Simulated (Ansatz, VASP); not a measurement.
BiS in VASP and in Ansatz

```
Bi S
1.0
     4.08145    0.00000    0.00000
     0.00000    4.08145    0.00000
     0.00000    0.00000    4.08145
Bi S
1 1
Direct
  0.50000 0.50000 0.50000
  0.00000 0.00000 0.00000
```

Change from the starting cell: volume scaled by 1.06.

Alike in both runs: task single point; functional PBE; k mesh 7 × 7 × 7; occupations fermi-dirac, width 0.05 eV; no spin polarisation.

|  | VASP | Ansatz |
| --- | --- | --- |
| version | VASP 6.6.1 | Ansatz 0.2.0 |
| potentials or method | VASP PAW PBE potentials, release 64 (Bi_d, S), cutoff 520 eV | all-electron LAPW, scalar-relativistic |

VASP gave:

```
gap on the k mesh at the Fermi level (eV) : none
pressure (GPa)                            : -11.3
```

Question: Estimate Ansatz's values.

Answer: gap on the k mesh at the Fermi level (eV): none; pressure (GPa): -11.2.

A gap of «none» marks a metal or a gap that the smearing closes. Ansatz ran all-electron here, and VASP with PAW potentials.

Spin-orbit coupling is off throughout.
